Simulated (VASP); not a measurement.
Here is a VASP 6.6.1 calculation.

Contents of INCAR:

```
  PREC = Accurate
  ENCUT = 520
  EDIFF = 1E-7
  ISMEAR = 0
  SIGMA = 0.15
  LREAL = F
  LASPH = T
  NELM = 60
  ALGO = Normal
  ISIF = 2
  LWAVE = F
  LCHARG = F
  GGA = PE
  IVDW = 12
  NBANDS = 14
```

KPOINTS

```
regular mesh
0
Gamma
  18 18 4
```

Contents of POSCAR:

```
Al
1.0
    2.8538000000      0.0000000000      0.0000000000
   -1.4269000000      2.4714632973      0.0000000000
    0.0000000000      0.0000000000      7.6442000000
Al
4
Direct
    0.0000000000      0.0000000000      0.0000000000
    0.3333333333      0.6666666667      0.2500000000
    0.0000000000      0.0000000000      0.5000000000
    0.6666666667      0.3333333333      0.7500000000
```

Potentials or basis: VASP PAW PBE potentials, release 64 (Al).

Launch:

```sh
$ cat potpaw_PBE.64/Al/POTCAR > POTCAR
$ mpirun -np 1 vasp_std > vasp.out
```

Estimate the band gap on the k mesh.

zero (band 6 reaches 18.38 eV, above the bottom of band 7 at 8.06 eV).

What does it give for the pressure?

26.1 GPa.

Estimate the dispersion energy per atom.

-0.415 eV.

Stress tensor (GPa, compression positive):
```
16.63  0.00  0.00
 0.00 16.63  0.00
 0.00  0.00 44.98
```

Caveat: pairwise dispersion overbinds metals, which lowers pressure and volume.
